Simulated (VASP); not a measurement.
# YbC (P-6m2) in VASP: notebook

The runs below take YbC through single point, with PBEsol, LDA, PBE.

All numbers are computed with VASP 6.6.1; they aren't measurements. Logs are shortened: lines on timing, memory, paths and dates and some standing lists are left out, and cuts for length are marked.

**1. The cell of the first run**

It takes space group P-6m2 (No. 187, hexagonal). Conventional cell: a = 3.430 Å, b = 3.430 Å, c = 3.098 Å, α = 90.00°, β = 90.00°, γ = 120.00°. Yb (site symmetry -6m2) has 6 C at 2.51 Å and 8 Yb at 3.10 to 3.43 Å within 3.5 Å. Within 3.5 Å of C (site symmetry -6m2) lie 6 Yb at 2.51 Å and 8 C at 3.10 to 3.43 Å.

**2. Single point, PBEsol, collinear spin**

INCAR

```
PREC = Accurate
ENCUT = 520
EDIFF = 1E-6
ISMEAR = 0
SIGMA = 0.05
LREAL = False
LASPH = True
NELM = 150
ALGO = Normal
ISIF = 2
LWAVE = False
LCHARG = False
ISPIN = 2
MAGMOM = 0.05 0
LORBIT = 11
LMAXMIX = 6
GGA = PS
NBANDS = 25
```

KPOINTS

```
regular mesh
0
Gamma
  12 12 10
```

POSCAR

```
YbC
1.0
    3.4301748878      0.0000000000      0.0000000000
   -1.7150874439      2.9706185923      0.0000000000
    0.0000000000      0.0000000000      3.0984987651
Yb C
1 1
Direct
    0.0000000000      0.0000000000      0.0000000000
    0.6666666667      0.3333333333      0.5000000000
```

Potentials or basis: VASP PAW PBE potentials, release 64 (Yb, C).

Started as:

```sh
cat potpaw_PBE.64/Yb/POTCAR potpaw_PBE.64/C/POTCAR > POTCAR
mpirun -np 1 vasp_std > vasp.out
```

OUTCAR:

```text
PREC = Accurate
   ENCUT = 520
   EDIFF = 1E-6
   ISMEAR = 0
   LREAL = False
   LASPH = True
   NELM = 150
   ISIF = 2
   ISPIN = 2
   LORBIT = 11
   GGA = PS

 ion  position               nearest neighbor table
   1  0.000  0.000  0.000-   2 2.51   2 2.51   2 2.51   2 2.51   2 2.51   2 2.51
   2  0.667  0.333  0.500-   1 2.51   1 2.51   1 2.51   1 2.51   1 2.51   1 2.51

  LATTYP: Found a hexagonal cell.
 ALAT       =     3.4301748878
 C/A-ratio  =     0.9033063521

  Lattice vectors:

 A1 = (   3.4301748878,   0.0000000000,   0.0000000000)
 A2 = (  -1.7150874439,   2.9706185923,   0.0000000000)
 A3 = (   0.0000000000,   0.0000000000,   3.0984987651)

Analysis of symmetry for initial positions (statically):
=====================================================================
 Subroutine PRICEL returns:
 Original cell was already a primitive cell.

 Routine SETGRP: Setting up the symmetry group for a
 hexagonal supercell.

 Subroutine GETGRP returns: Found 12 space group operations
 (whereof 12 operations were pure point group operations)
 out of a pool of 24 trial point group operations.

The static configuration has the point symmetry D_3h.

Analysis of symmetry for dynamics (positions and initial velocities):
=====================================================================
 Subroutine PRICEL returns:
 Original cell was already a primitive cell.

 Routine SETGRP: Setting up the symmetry group for a
 hexagonal supercell.

 Subroutine GETGRP returns: Found 12 space group operations
 (whereof 12 operations were pure point group operations)
 out of a pool of 24 trial point group operations.

The dynamic configuration has the point symmetry D_3h.

Analysis of structural, dynamic, and magnetic symmetry:
=====================================================================
 Subroutine PRICEL returns:
 Original cell was already a primitive cell.

 Routine SETGRP: Setting up the symmetry group for a
 hexagonal supercell.

 Subroutine GETGRP returns: Found 12 space group operations
 (whereof 12 operations were pure point group operations)
 out of a pool of 24 trial point group operations.

The overall configuration has the point symmetry D_3h.

 Subroutine INISYM returns: Found 12 space group operations
 (whereof 12 operations are pure point group operations),
 and found     1 'primitive' translations

----------------------------------------------------------------------------------------

                                     Primitive cell

  volume of cell :      31.5729

  direct lattice vectors                    reciprocal lattice vectors
     3.430174888  0.000000000  0.000000000     0.291530325  0.168315112  0.000000000
    -1.715087444  2.970618592  0.000000000     0.000000000  0.336630223  0.000000000
     0.000000000  0.000000000  3.098498765     0.000000000  0.000000000  0.322736937

  length of vectors
     3.430174888  3.430174888  3.098498765     0.336630223  0.336630223  0.322736937

  position of ions in fractional coordinates (direct lattice)
     0.000000000  0.000000000  0.000000000
     0.666666667  0.333333333  0.500000000

  ion indices of the primitive-cell ions
   primitive index   ion index
                 1           1
                 2           2

----------------------------------------------------------------------------------------

 KPOINTS: regular mesh

Automatic generation of k-mesh.
 Grid dimensions read from file:
 generate k-points for:   12   12   10

 Generating k-lattice:

  Cartesian coordinates                     Fractional coordinates (reciprocal lattice)
     0.024294194  0.014026259  0.000000000     0.083333333 -0.000000000  0.000000000
     0.000000000  0.028052519  0.000000000     0.000000000  0.083333333  0.000000000
     0.000000000  0.000000000  0.032273694     0.000000000  0.000000000  0.100000000

  Length of vectors
     0.028052519  0.028052519  0.032273694

  Shift w.r.t. Gamma in fractional coordinates (k-lattice)
     0.000000000  0.000000000  0.000000000

 Subroutine IBZKPT returns following result:
 ===========================================

 Found    114 irreducible k-points:

 Following reciprocal coordinates:
            Coordinates               Weight
  0.000000  0.000000  0.000000      1.000000
  0.083333  0.000000  0.000000      6.000000
  0.166667  0.000000  0.000000      6.000000
  0.250000  0.000000  0.000000      6.000000
  0.333333  0.000000  0.000000      6.000000
  0.416667  0.000000  0.000000      6.000000
[... 16 lines left out ...]
  0.250000  0.000000  0.100000     12.000000
  0.333333  0.000000  0.100000     12.000000
 [... further k-points ...]
   k-points           NKPTS =    114   k-points in BZ     NKDIM =    114   number of bands    NBANDS=     25
   number of dos      NEDOS =    301   number of ions     NIONS =      2
   total plane-waves  NPLWV =  18816
   dimension x,y,z NGX =    28 NGY =   28 NGZ =   24
   dimension x,y,z NGXF=    56 NGYF=   56 NGZF=   48
[... 85 lines left out ...]
 k-point     2 :       0.0833    0.0000    0.0000
  band No.  band energies     occupation
      1     -48.5561      1.00000
      2     -20.5346      1.00000
      3     -20.4980      1.00000
      4     -20.3503      1.00000
      5      -7.9055      1.00000
      6       1.4341      1.00000
[... 17 lines left out ...]
     24      18.1217      0.00000
     25      20.4694      0.00000

 k-point     3 :       0.1667    0.0000    0.0000
  band No.  band energies     occupation
      1     -48.5501      1.00000
      2     -20.6581      1.00000
      3     -20.5244      1.00000
      4     -20.3360      1.00000
      5      -7.5804      1.00000
      6       0.8884      1.00000
[... 552 lines left out ...]
 k-point    23 :       0.2500    0.0000    0.1000
  band No.  band energies     occupation
      1     -48.5366      1.00000
      2     -20.8075      1.00000
      3     -20.5493      1.00000
      4     -20.4156      1.00000
      5      -6.9937      1.00000
      6       0.2641      1.00000
[... 17 lines left out ...]
     24      19.2155      0.00000
     25      20.5988      0.00000

 k-point    24 :       0.3333    0.0000    0.1000
  band No.  band energies     occupation
      1     -48.5284      1.00000
      2     -20.9617      1.00000
      3     -20.5842      1.00000
      4     -20.3935      1.00000
      5      -6.5423      1.00000
      6      -0.3340      1.00000
[... 17 lines left out ...]
     24      19.8122      0.00000
     25      20.8219      0.00000

 [... further k-points ...]

 spin component 2

 k-point     1 :       0.0000    0.0000    0.0000
  band No.  band energies     occupation
      1     -48.5384      1.00000
      2     -20.4723      1.00000
      3     -20.4723      1.00000
      4     -20.3335      1.00000
      5      -7.8934      1.00000
      6       1.6679      1.00000
[... 17 lines left out ...]
     24      17.8463      0.00000
     25      20.9091      0.00000

 k-point     2 :       0.0833    0.0000    0.0000
  band No.  band energies     occupation
      1     -48.5362      1.00000
      2     -20.5184      1.00000
      3     -20.4820      1.00000
      4     -20.3284      1.00000
      5      -7.7758      1.00000
      6       1.5155      1.00000
[... 17 lines left out ...]
     24      18.2028      0.00000
     25      20.4989      0.00000

 k-point     3 :       0.1667    0.0000    0.0000
  band No.  band energies     occupation
      1     -48.5302      1.00000
      2     -20.6416      1.00000
      3     -20.5082      1.00000
      4     -20.3141      1.00000
      5      -7.4483      1.00000
      6       0.9962      1.00000
[... 552 lines left out ...]
 k-point    23 :       0.2500    0.0000    0.1000
  band No.  band energies     occupation
      1     -48.5167      1.00000
      2     -20.7907      1.00000
      3     -20.5332      1.00000
      4     -20.3933      1.00000
      5      -6.8570      1.00000
      6       0.3765      1.00000
[... 17 lines left out ...]
     24      19.3062      0.00000
     25      20.6405      0.00000

 k-point    24 :       0.3333    0.0000    0.1000
  band No.  band energies     occupation
      1     -48.5085      1.00000
      2     -20.9446      1.00000
      3     -20.5681      1.00000
      4     -20.3713      1.00000
      5      -6.4012      1.00000
      6      -0.2205      1.00000
[... 17 lines left out ...]
     24      19.8976      0.00000
     25      20.8648      0.00000

 [... further k-points ...]

------------------------ aborting loop because EDIFF is reached ----------------------------------------

  FORCE on cell =-STRESS in cart. coord.  units (eV):
  Direction    XX          YY          ZZ          XY          YZ          ZX
  --------------------------------------------------------------------------------------
  -------------------------------------------------------------------------------------
  Total       -0.8710254     -0.8710254     -1.0171487      0.0000000     -0.0000000      0.0000000
  in kB      -44.2004735    -44.2004735    -51.6155492      0.0000000     -0.0000000      0.0000000
  external PRESSURE =     -46.6721654 kB  Pullay stress =       0.0000000 kB

 VOLUME and BASIS-vectors are now :
 -----------------------------------------------------------------------------
  energy-cutoff  :      520.00
  volume of cell :       31.57
      direct lattice vectors                 reciprocal lattice vectors
     3.430174888  0.000000000  0.000000000     0.291530325  0.168315112  0.000000000
    -1.715087444  2.970618592  0.000000000     0.000000000  0.336630223  0.000000000
     0.000000000  0.000000000  3.098498765     0.000000000  0.000000000  0.322736937

 POSITION                                       TOTAL-FORCE (eV/Angst)
 -----------------------------------------------------------------------------------
      0.00000      0.00000      0.00000        -0.000000      0.000000      0.000000
      1.71509      0.99021      1.54925         0.000000     -0.000000      0.000000
 -----------------------------------------------------------------------------------
    total drift:                               -0.000000      0.000000      0.000000

  FREE ENERGIE OF THE ION-ELECTRON SYSTEM (eV)
  ---------------------------------------------------
  free  energy   TOTEN  =       -12.3016585360 eV

  energy  without entropy=      -12.2980301802  energy(sigma->0) =      -12.29984436

 total charge

# of ion       s       p       d       f       tot
--------------------------------------------------
    1        2.185   6.097   0.581  13.370  22.233
    2        0.912   1.307   0.000   0.000   2.219
--------------------------------------------------
tot          3.098   7.404   0.581  13.370  24.452

 magnetization (x)

# of ion       s       p       d       f       tot
--------------------------------------------------
    1       -0.000   0.011   0.011   0.030   0.052
    2        0.003   0.064   0.000   0.000   0.067
--------------------------------------------------
tot          0.003   0.075   0.011   0.030   0.119
```

Run time: 5 min. Hardware: 1 thread of Intel Xeon 6975P-C (Granite Rapids), shared host; peak memory 0.3 GiB.

Results:

| Property | Result |
| --- | --- |
| Free energy | -12.3017 eV |
| Pressure | -4.7 GPa |
| Net moment | 0.18 μB per cell |
| Site moments | Yb +0.05; C +0.07 μB |
| Valence electrons inside the program's atomic spheres | Yb 22.23; C 2.22 |

Levels at points of the mesh, in eV from the Fermi level:
Spin up:
```csv
k point,band 11,band 12,band 13,band 14,band 15,band 16,band 17,band 18
"(0.00, 0.00, 0.00)",-0.69,-0.51,-0.23,-0.23,1.14,1.79,4.73,7.47
"(0.50, 0.00, 0.00)",-0.65,-0.58,-0.56,0.52,0.86,1.34,7.11,7.60
"(0.00, 0.00, 0.50)",-0.60,-0.60,-0.51,0.69,0.69,4.44,4.44,6.38
"(0.50, 0.00, 0.50)",-0.65,-0.58,-0.55,-0.54,-0.47,3.22,7.31,8.86
```
Spin down:
```tsv
k point	band 11	band 12	band 13	band 14	band 15	band 16	band 17	band 18
(0.00, 0.00, 0.00)	-0.65	-0.49	-0.12	-0.12	1.17	1.89	4.79	7.55
(0.50, 0.00, 0.00)	-0.61	-0.56	-0.54	0.60	1.01	1.37	7.18	7.64
(0.00, 0.00, 0.50)	-0.57	-0.57	-0.48	0.83	0.83	4.46	4.46	6.46
(0.50, 0.00, 0.50)	-0.63	-0.56	-0.52	-0.50	-0.41	3.23	7.40	8.88
```

Caveat: the cell stands under tension; the PAW data sets were made with another functional, which shifts forces and pressure a little; spin-orbit coupling is left out, which moves the levels of the heavy elements.

**3. Single point, LDA, collinear spin**

INCAR

```
ALGO     = Normal         # electronic algorithm
EDIFF    = 1E-6           # SCF threshold, eV
ENCUT    = 520            # plane-wave cutoff, eV
GGA      = CA             # functional
ISIF     = 2              # what is computed and relaxed
ISMEAR   = 0              # smearing method
ISPIN    = 2              # spin polarisation
LASPH    = T              # aspherical terms in the spheres
LCHARG   = F              # write CHGCAR
LMAXMIX  = 6              # l up to which the mixer works
LORBIT   = 11             # projections on sites
LREAL    = F              # projectors in reciprocal space
LWAVE    = F              # write WAVECAR
MAGMOM   = 0.05 0         # initial moments
NBANDS   = 25             # bands
NELM     = 150            # most SCF steps
PREC     = Accurate       # precision mode
SIGMA    = 0.05           # smearing width, eV
```

KPOINTS

```
k-points
0
Gamma
  12 12 10
```

POSCAR is that of step 2.

Potentials or basis: VASP PAW PBE potentials, release 64 (Yb, C).

Started as:

```sh
cat potpaw_PBE.64/Yb/POTCAR potpaw_PBE.64/C/POTCAR > POTCAR
mpirun -np 1 vasp_std > vasp.out
```

Wall time 4.1 min (1 thread of Intel Xeon 6975P-C (Granite Rapids), shared host); peak memory 0.28 GiB.

The run converged. Its results:

```yaml
Free_energy: -13.0608 eV
Pressure: -7.9 GPa
Net_moment: -0.05 μB per cell
Valence_electrons_inside_the_program's_atomic_spheres: Yb 22.19; C 2.21
```

Stress tensor (GPa, compression positive):
```
-7.38  0.00  0.00
 0.00 -7.38  0.00
 0.00  0.00 -8.88
```

Levels at points of the mesh, in eV from the Fermi level:
Spin up:
```
           k point  band 11  band 12  band 13  band 14  band 15  band 16  band 17  band 18
(0.00, 0.00, 0.00)    -0.69    -0.51    -0.18    -0.18     1.11     1.85     4.85     7.45
(0.50, 0.00, 0.00)    -0.64    -0.58    -0.56     0.55     0.96     1.32     7.07     7.56
(0.00, 0.00, 0.50)    -0.59    -0.59    -0.51     0.75     0.75     4.39     4.39     6.39
(0.50, 0.00, 0.50)    -0.65    -0.58    -0.54    -0.53    -0.44     3.23     7.38     8.79
```
Spin down:
| k point | band 10 | band 11 | band 12 | band 13 | band 14 | band 15 | band 16 | band 17 | band 18 | band 19 |
| --- | --- | --- | --- | --- | --- | --- | --- | --- | --- | --- |
| (0.00, 0.00, 0.00) | -0.69 | -0.69 | -0.52 | -0.21 | -0.21 | 1.11 | 1.82 | 4.83 | 7.43 | 7.43 |
| (0.50, 0.00, 0.00) | -0.69 | -0.65 | -0.58 | -0.56 | 0.53 | 0.92 | 1.32 | 7.05 | 7.55 | 8.47 |
| (0.00, 0.00, 0.50) | -0.68 | -0.60 | -0.60 | -0.52 | 0.72 | 0.72 | 4.38 | 4.38 | 6.37 | 6.37 |
| (0.50, 0.00, 0.50) | -0.66 | -0.66 | -0.59 | -0.55 | -0.54 | -0.45 | 3.22 | 7.36 | 8.79 | 9.85 |

Caveat: the cell stands under tension; the PAW data sets were made with another functional, which shifts forces and pressure a little; spin-orbit coupling is left out, which moves the levels of the heavy elements.

**4. Single point, PBE, collinear spin (16.42 Å³/atom)**

This run uses another cell than the first one, of 16.42 Å³/atom.

INCAR

```
SYSTEM = YbC
ALGO     = Normal         ! electronic algorithm
EDIFF    = 1E-6           ! SCF threshold, eV
ENCUT    = 520            ! plane-wave cutoff, eV
GGA      = PE             ! functional
ISIF     = 2              ! what is computed and relaxed
ISMEAR   = 0              ! smearing method
ISPIN    = 2              ! spin polarisation
LASPH    = .TRUE.         ! aspherical terms in the spheres
LCHARG   = .FALSE.        ! write CHGCAR
LMAXMIX  = 6              ! l up to which the mixer works
LORBIT   = 11             ! projections on sites
LREAL    = .FALSE.        ! projectors in reciprocal space
LWAVE    = .FALSE.        ! write WAVECAR
MAGMOM   = 0.05 0         ! initial moments
NBANDS   = 25             ! bands
NELM     = 150            ! most SCF steps
PREC     = Accurate       ! precision mode
SIGMA    = 0.05           ! smearing width, eV
```

KPOINTS

```
k-points
0
G
  12 12 10
  0 0 0
```

POSCAR

```
YbC
1.0
    3.4753139443      0.0000000000      0.0000000000
   -1.7376569722      3.0097101619      0.0000000000
    0.0000000000      0.0000000000      3.1392731616
Yb C
1 1
Direct
    0.0000000000      0.0000000000      0.0000000000
    0.6666666667      0.3333333333      0.5000000000
```

Started as:

```sh
cat potpaw_PBE.64/Yb/POTCAR potpaw_PBE.64/C/POTCAR > POTCAR
mpirun -np 1 vasp_std > vasp.out
```

It took 5.7 min on 1 thread of Intel Xeon 6975P-C (Granite Rapids), shared host; peak memory 0.3 GiB.

The run converged. Its results:

```yaml
Free_energy: -11.3893 eV
Pressure: -3.5 GPa
Net_moment: 0.16 μB per cell
Site_moments: Yb +0.05; C +0.06 μB
Valence_electrons_inside_the_program's_atomic_spheres: Yb 22.18; C 2.22
```

Stress tensor (GPa, compression positive):
```
-3.41  0.00  0.00
 0.00 -3.41  0.00
 0.00  0.00 -3.63
```

Levels at points of the mesh, in eV from the Fermi level:
Spin up:
| k point | band 11 | band 12 | band 13 | band 14 | band 15 | band 16 | band 17 | band 18 |
| --- | --- | --- | --- | --- | --- | --- | --- | --- |
| (0.00, 0.00, 0.00) | -0.66 | -0.49 | -0.18 | -0.18 | 1.32 | 1.71 | 4.51 | 7.30 |
| (0.50, 0.00, 0.00) | -0.62 | -0.56 | -0.55 | 0.54 | 0.80 | 1.49 | 6.96 | 7.49 |
| (0.00, 0.00, 0.50) | -0.58 | -0.58 | -0.49 | 0.69 | 0.69 | 4.47 | 4.47 | 6.32 |
| (0.50, 0.00, 0.50) | -0.62 | -0.56 | -0.53 | -0.52 | -0.47 | 3.20 | 7.11 | 8.66 |
Spin down:
| k point | band 12 | band 13 | band 14 | band 15 | band 16 | band 17 |
| --- | --- | --- | --- | --- | --- | --- |
| (0.00, 0.00, 0.00) | -0.47 | -0.08 | -0.08 | 1.34 | 1.78 | 4.56 |
| (0.50, 0.00, 0.00) | -0.54 | -0.53 | 0.60 | 0.94 | 1.52 | 7.02 |
| (0.00, 0.00, 0.50) | -0.55 | -0.47 | 0.82 | 0.82 | 4.48 | 4.48 |
| (0.50, 0.00, 0.50) | -0.54 | -0.51 | -0.46 | -0.42 | 3.21 | 7.18 |

Caveat: the cell stands under tension; spin-orbit coupling is left out, which moves the levels of the heavy elements.

**5. The runs side by side**

```tsv
level	cell	gap on the mesh (eV)	pressure (GPa)	moment (μB)
PBEsol	a = 3.430, b = 3.430, c = 3.098 Å, angles 90.0, 90.0, 120.0°, 2 atoms	none	-4.7	0.18
LDA	a = 3.430, b = 3.430, c = 3.098 Å, angles 90.0, 90.0, 120.0°, 2 atoms	none	-7.9	0.05
PBE	a = 3.475, b = 3.475, c = 3.139 Å, angles 90.0, 90.0, 120.0°, 2 atoms	none	-3.5	0.16
```

Alike in all rows: task single point; potentials or basis VASP PAW PBE potentials, release 64 (Yb, C); spin collinear; k mesh 12 × 12 × 10; cutoff (eV) 520; smearing gaussian 0.05 eV.

Caveats: the cell stands under tension; spin-orbit coupling is left out, which moves the levels of the heavy elements; the PAW data sets were made with another functional, which shifts forces and pressure a little (at least some runs).

Absolute energies hang on the potentials; compare differences alone.
